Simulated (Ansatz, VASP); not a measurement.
Two plane-wave programs on Te

INCAR

```
SYSTEM = Te
  PREC = Accurate
  ENCUT = 520
  EDIFF = 1E-7
  ISMEAR = -1
  SIGMA = 0.1
  LREAL = .FALSE.
  LASPH = .TRUE.
  NELM = 80
  ALGO = Normal
  ISIF = 2
  LWAVE = .FALSE.
  LCHARG = .FALSE.
  NBANDS = 13
```

The input KPOINTS:

```
regular mesh
0
G
  11 11 8
  0 0 0
```

File POSCAR:

```
Te
1.0
    3.9395894327      0.0000000000      0.0000000000
   -1.9697947163      3.4117845292      0.0000000000
    0.0000000000      0.0000000000      4.4612253973
Te
2
Direct
    0.3333333333      0.6666666667      0.2500000000
    0.6666666667      0.3333333333      0.7500000000
```

Input for Ansatz:

```yaml
crystal:
  lattice:
    - [3.9395894327, 0.0, 0.0]
    - [-1.9697947163, 3.4117845292, 0.0]
    - [0.0, 0.0, 4.4612253973]
  atoms:
    - { symbol: Te, position: [0.3333333333, 0.6666666667, 0.25] }
    - { symbol: Te, position: [0.6666666667, 0.3333333333, 0.75] }
hamiltonian:
  xc: lda
  pseudopotentials:
    kind: paw
    azcp:
      Te: "pseudopotentials/Te.paw.azcp"
basis:
  ecutwfc: 420
  fft_grid_basis: typed
kpoints:
  mp_grid: { grid: [11, 11, 8], shift: [0, 0, 0] }
magnetization:
  spin_polarized: false
scf:
  occupations: { method: fermi_dirac, width: 0.1 }
  lower_state_search: "off"
output:
  stress: true
  write_density: true
  write_potential: true
  elf: true
  volumetric_format: npy
```

Alike in both runs: task single point; functional LDA; k mesh 11 × 11 × 8; occupations fermi-dirac, width 0.1 eV; no spin polarisation.

|  | VASP | Ansatz |
| --- | --- | --- |
| version | VASP 6.6.1 | Ansatz 0.2.0 |
| potentials or method | VASP PAW LDA potentials, release 64 (Te), cutoff 520 eV | plane waves (420 eV) with PAW, scalar-relativistic |
| valence electrons in the cell | 12 | 32 |

```tsv
	VASP	Ansatz	Ansatz less VASP
pressure (GPa)	-2.2	-2.2	-0.05
traceless stress, the component that is largest in VASP (GPa)	-1.29	-1.35	-0.062
```

Ansatz warns that its potentials were made for another functional, while VASP's fit it. LDA's correlation is that of Perdew and Zunger in VASP and of Perdew and Wang (1992) in Ansatz. VASP's potentials hold 12 valence electrons a cell and Ansatz's 32, so a difference there can come from the potentials and not from the codes.

Neither program's run includes spin-orbit coupling.
